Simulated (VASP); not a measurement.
A run of VASP 6.6.1 is set up as follows.

Contents of INCAR:

```
  PREC = Accurate
  ENCUT = 500
  EDIFF = 1E-6
  ISMEAR = 0
  SIGMA = 0.15
  LREAL = F
  LASPH = T
  NELM = 120
  ALGO = Normal
  ISIF = 2
  LWAVE = F
  LCHARG = F
  NBANDS = 21
  GGA_COMPAT = F
```

Contents of KPOINTS:

```
Automatic mesh
0
Gamma
  20 20 20
```

Contents of POSCAR:

```
Ge
1.0
   -2.5744897190      2.5744897190      1.3974126432
    2.5744897190     -2.5744897190      1.3974126432
    2.5744897190      2.5744897190     -1.3974126432
Ge
2
Direct
    0.2500000000      0.7500000000      0.5000000000
    0.5000000000      0.5000000000      0.0000000000
```

Potentials or basis: VASP PAW LDA potentials, release 64 (Ge_d).

Launch:

```sh
$ cat potpaw_LDA.64/Ge_d/POTCAR > POTCAR
$ mpirun -np 1 vasp_std > vasp.out
```

Problem. What does it give for the pressure?

Solution. -2.6 GPa.

Problem. What does it give for the band gap on the k mesh?

Solution. Zero (bands 14 and 15 overlap by 5.09 eV).

Stress tensor (GPa, compression positive):
```
-2.94  0.00  0.00
 0.00 -2.94  0.00
 0.00  0.00 -1.96
```
